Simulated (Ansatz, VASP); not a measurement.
## SiC: VASP beside Ansatz

```xyz
6
Lattice="3.9341 0.0000 0.0000 -1.9671 3.4071 0.0000 0.0000 0.0000 5.6313" Properties=species:S:1:pos:R:3 pbc="T T T"
Si    0.0000    0.0000    0.9386
Si    0.0000    0.0000    2.8157
Si    0.0000    0.0000    4.6928
C     1.5637    2.7085    0.0000
C     0.8066    0.0000    1.8771
C    -0.4033    0.6986    3.7542
```

Alike in both runs: task relaxation of cell and atoms; functional PBE; k mesh 6 × 6 × 4; occupations gaussian, width 0.1 eV; no spin polarisation.

|  | VASP | Ansatz |
| --- | --- | --- |
| version | VASP 6.6.1 | Ansatz 0.2.0 |
| potentials or method | VASP PAW PBE potentials, release 64 (Si, C), cutoff 600 eV | scalar-relativistic, plane waves, PAW |
| valence electrons in the cell | 24 | 24 |

```tsv
	VASP	Ansatz	Ansatz less VASP
gap on the k mesh at the Fermi level, each at its own relaxed structure (eV)	none	none	-
relaxed volume (Å³/atom)	8.34	8.35	+0.010
relaxed length of the cell vector where the two differ most in proportion (Å)	7.022	7.027	+0.0044
```

A gap of «none» marks a metal or a gap that the smearing closes.

Noted on VASP's run: the volume moved by over 15 % at a fixed basis, so the end points are rough.
